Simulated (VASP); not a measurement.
Here is a VASP 6.6.1 calculation.

Contents of INCAR:

```
PREC = Accurate ; ENCUT = 520
EDIFF = 1E-6 ; ISMEAR = -1
SIGMA = 0.1 ; LREAL = False
LASPH = True ; NELM = 100
ALGO = Normal ; ISIF = 2
LWAVE = False ; LCHARG = True
LELF = True ; LVHAR = True
NBANDS = 18
```

The input KPOINTS:

```
Automatic mesh
0
Gamma
  11 11 6
```

File POSCAR:

```
La
1.0
    3.6723787670      0.0000000000      0.0000000000
   -1.8361893835      3.1803733046      0.0000000000
    0.0000000000      0.0000000000      6.0679794249
La
2
Direct
    0.3333333333      0.6666666667      0.2500000000
    0.6666666667      0.3333333333      0.7500000000
```

Potentials or basis: VASP PAW LDA potentials, release 64 (La).

Command:

```console
$ cat potpaw_LDA.64/La/POTCAR > POTCAR
$ mpirun -np 1 vasp_std > vasp.out
```

Problem. Estimate the band gap on the k mesh.

Solution. Zero (band 11 reaches 9.08 eV, above the bottom of band 12 at 7.63 eV).

Problem. Estimate the pressure.

Solution. -2.1 GPa.

Stress tensor (GPa, compression positive):
```
-1.95  0.00  0.00
 0.00 -1.95  0.00
 0.00  0.00 -2.40
```

Caveat: spin-orbit coupling is left out, which moves the levels of the heavy elements.
